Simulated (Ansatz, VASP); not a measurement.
**Two plane-wave programs on ZrO2**

Contents of INCAR:

```
SYSTEM = ZrO2
PREC = Accurate
ENCUT = 600
EDIFF = 1E-6
ISMEAR = -1
SIGMA = 0.02
LREAL = .FALSE.
LASPH = .TRUE.
NELM = 120
ALGO = Normal
ISIF = 2
LWAVE = .FALSE.
LCHARG = .FALSE.
GGA = PE
NBANDS = 19
GGA_COMPAT = .FALSE.
```

The input KPOINTS:

```
regular mesh
0
G
  8 8 8
  0 0 0
```

The input POSCAR:

```
ZrO2
1.0
    0.0000000000      2.5447130569      2.5447130569
    2.5447130569      0.0000000000      2.5447130569
    2.5447130569      2.5447130569      0.0000000000
Zr O
1 2
Direct
    0.0000000000      0.0000000000      0.0000000000
    0.7500000000      0.7500000000      0.7500000000
    0.2500000000      0.2500000000      0.2500000000
```

Input for Ansatz:

```yaml
crystal:
  lattice:
    - [0.0, 2.5447130569, 2.5447130569]
    - [2.5447130569, 0.0, 2.5447130569]
    - [2.5447130569, 2.5447130569, 0.0]
  atoms:
    - { symbol: Zr, position: [0.0, 0.0, 0.0] }
    - { symbol: O, position: [0.75, 0.75, 0.75] }
    - { symbol: O, position: [0.25, 0.25, 0.25] }
kpoints:
  mp_grid: { grid: [8, 8, 8] }
  band_path:
    path:
      - [[0.0, 0.0, 0.0], [0.5, -2.69063977592e-35, 0.5], [0.625, 0.25, 0.625]]
      - [[0.375, 0.375, 0.75], [0.0, 0.0, 0.0], [0.5, 0.5, 0.5], [0.5, 0.25, 0.75], [0.5, -2.69063977592e-35, 0.5]]
    npoints: 10
hamiltonian:
  xc: pbe
scf:
  occupations: { method: fermi_dirac, width: 0.02 }
  n_extra_bands: 4
output:
  forces: true
  stress: true
  eigenvalues: true
```

Alike in both runs: task single point; functional PBE; k mesh 8 × 8 × 8; occupations fermi-dirac, width 0.02 eV; no spin polarisation.

|  | VASP | Ansatz |
| --- | --- | --- |
| version | VASP 6.6.1 | Ansatz 0.2.0 |
| potentials or method | VASP PAW PBE potentials, release 64 (Zr_sv, O) | plane waves, PAW |
| plane-wave cutoff (eV) | 600 | 420 |
| valence electrons in the cell | 24 | 24 |

VASP gave:

```
gap on the k mesh at the Fermi level (eV) : 3.36
pressure (GPa)                            : 3.9
```

Task: Which values does Ansatz return?

Result: gap on the k mesh at the Fermi level (eV): 3.36; pressure (GPa): 3.8.
